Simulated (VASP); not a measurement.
Write the native input for VASP 6.6.1 that does the following.

```
Task                   : single point
Functional             : PBE
Potentials or basis    : VASP PAW PBE potentials, release 64 (Ti_sv)
Cutoff                 : 520 eV
k mesh                 : 19 × 19 × 19
Occupations            : fermi-dirac, width 0.05 eV
Spin                   : no spin polarisation
Dipole correction      : no
Further INCAR settings : ALGO = Normal; EDIFF = 1e-07; NBANDS = 12
```

The structure of Ti lies in POSCAR:

```
Ti
1.0
    1.9637688168      0.0000000000      0.0000000000
    0.0000000000      1.9637688168      0.0000000000
    0.0000000000      0.0000000000      1.9637688168
Ti
1
Direct
    0.0000000000      0.0000000000      0.0000000000
```

The input as run:

INCAR

```
SYSTEM = Ti
PREC     = Accurate       ! precision mode
ENCUT    = 520            ! plane-wave cutoff, eV
EDIFF    = 1E-7           ! SCF threshold, eV
ISMEAR   = -1             ! smearing method
SIGMA    = 0.05           ! smearing width, eV
LREAL    = .FALSE.        ! projectors in reciprocal space
LASPH    = .TRUE.         ! aspherical terms in the spheres
NELM     = 60             ! most SCF steps
ALGO     = Normal         ! electronic algorithm
ISIF     = 2              ! what is computed and relaxed
LWAVE    = .FALSE.        ! write WAVECAR
LCHARG   = .TRUE.         ! write CHGCAR
GGA      = PE             ! functional
LELF     = .TRUE.         ! ELF
LVHAR    = .TRUE.       
NBANDS   = 12             ! bands
```

KPOINTS

```
Automatic mesh
0
G
  19 19 19
  0 0 0
```

Potentials or basis: VASP PAW PBE potentials, release 64 (Ti_sv).

The run is started by

```bash
$ cat potpaw_PBE.64/Ti_sv/POTCAR > POTCAR
$ mpirun -np 1 vasp_std > vasp.out
```

It gave:

```
Pressure               : 365.9 GPa
Band gap on the k mesh : zero (band 6 reaches 21.88 eV, above the bottom of band 7 at 14.79 eV)
```

Run time: 34 s on 1 thread of AMD EPYC 7R13, on a shared host, peak memory 0.1 GiB.
